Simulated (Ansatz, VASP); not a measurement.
## CsH: VASP beside Ansatz

```
Cs H
1.0
     0.09963    3.18800    3.18800
     3.18800    0.09963    3.18800
     3.28762    3.28762    0.00000
Cs H
1 1
Cartesian
  0.0000 0.0000 0.0000
  3.2876 3.2876 3.1880
```

Change from the starting cell: strain +0.0625 x Voigt [0, 0, 0, 0, 0, 1], atoms carried along.

Alike in both runs: task single point; functional LDA; k mesh 8 × 8 × 8; occupations gaussian, width 0.05 eV; no spin polarisation.

|  | VASP | Ansatz |
| --- | --- | --- |
| version | VASP 6.6.1 | Ansatz 0.2.0 |
| potentials or method | VASP PAW LDA potentials, release 64 (Cs_sv, H), cutoff 520 eV | scalar-relativistic, plane waves, PAW |
| valence electrons in the cell | 10 | 10 |

```csv
,VASP,Ansatz,Ansatz less VASP
gap on the k mesh at the Fermi level (eV),1.90,1.92,+0.018
least direct gap on the mesh (eV),1.93,1.95,+0.018
pressure (GPa),-1.2,-1.3,-0.02
"traceless stress, the component that is largest in VASP (GPa)",-0.34,-0.34,0.000
```

LDA's correlation is that of Perdew and Zunger in VASP and of Perdew and Wang (1992) in Ansatz.

Spin-orbit coupling is off throughout.
